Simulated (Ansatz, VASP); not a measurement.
**Two plane-wave programs on BeCd2S3**

```
Be Cd S
1.0
     2.04777    0.00022   -6.36183
     6.76425   -0.00021   -0.01442
     3.38230   -5.96414   -0.00694
Be Cd S
2 4 6
Direct
  0.49427 0.92799 0.15106
  0.99425 0.07900 0.84895
  0.49817 0.59083 0.82814
  0.49940 0.23698 0.51988
  0.99822 0.41875 0.17189
  0.99937 0.75677 0.48008
  0.39669 0.24699 0.17046
  0.33861 0.96180 0.87755
  0.39786 0.66286 0.44866
  0.89664 0.41741 0.82952
  0.83863 0.83923 0.12243
  0.89788 0.11139 0.55137
```

Change from the starting cell: cell x1, atoms moved at random (sigma 0.1 Å) and cell strained at random (1.5 %), then relaxed without symmetry.

Alike in both runs: functional PBE; k mesh 2 × 4 × 4; occupations gaussian, width 0.1 eV; no spin polarisation.

Ansatz relaxed the structure, and its values are those at the end. VASP's run is a single point on that final structure, the one shown.

|  | VASP | Ansatz |
| --- | --- | --- |
| version | VASP 6.6.1 | Ansatz 0.2.0 |
| potentials or method | VASP PAW PBE potentials, release 64 (Be, Cd, S), cutoff 520 eV | scalar-relativistic, plane waves, PAW |
| valence electrons in the cell | 88 | 120 |

```csv
,VASP,Ansatz,Ansatz less VASP
gap on the k mesh at the Fermi level (eV),1.84,1.82,-0.011
least direct gap on the mesh (eV),1.84,1.82,-0.011
pressure (GPa),0.2,0.0,-0.26
rms of the force components (eV/Å),0.015,0.001,-0.0140
```

The functional is the same, so the differences come from potentials, cutoffs and numerics. VASP's potentials hold 88 valence electrons a cell and Ansatz's 120, so a difference there can come from the potentials and not from the codes.

The k mesh is coarse, so the values compare programs but aren't converged.
